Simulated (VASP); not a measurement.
Lu, 2 atoms in the cell. It takes space group P6_3/mmc (No. 194, hexagonal). The conventional cell has a = 3.440 Å, b = 3.440 Å, c = 5.362 Å, α = 90.00°, β = 90.00°, γ = 120.00°. Lu (site symmetry -6m2) has 12 Lu at 3.34 to 3.44 Å within 4.4 Å. 

| Quantity | Value |
| --- | --- |
| Program | VASP 6.6.1 |
| Task | single point |
| Functional | PBEsol |
| Potentials or basis | VASP PAW PBE potentials, release 64 (Lu) |
| Cutoff | 520 eV |
| k mesh | 7 × 7 × 4 |
| Occupations | gaussian, width 0.02 eV |
| Spin | no spin polarisation |
| Dipole correction | no |
| Further INCAR settings | ALGO = Normal; EDIFF = 1e-06; NBANDS = 32 |

Potentials or basis: VASP PAW PBE potentials, release 64 (Lu).

Launch:

```console
$ cat potpaw_PBE.64/Lu/POTCAR > POTCAR
$ mpirun -np 1 vasp_std > vasp.out
```

Hardware: 1 thread of Intel(R) Xeon(R) 6975P-C (Granite Rapids), on a shared host.

Task: How long does it take, and how much memory?

Result: Run time: 24 s on 1 thread of Intel(R) Xeon(R) 6975P-C (Granite Rapids), on a shared host, peak memory 0.19 GiB. Counts: scf iterations 12, k points 24.
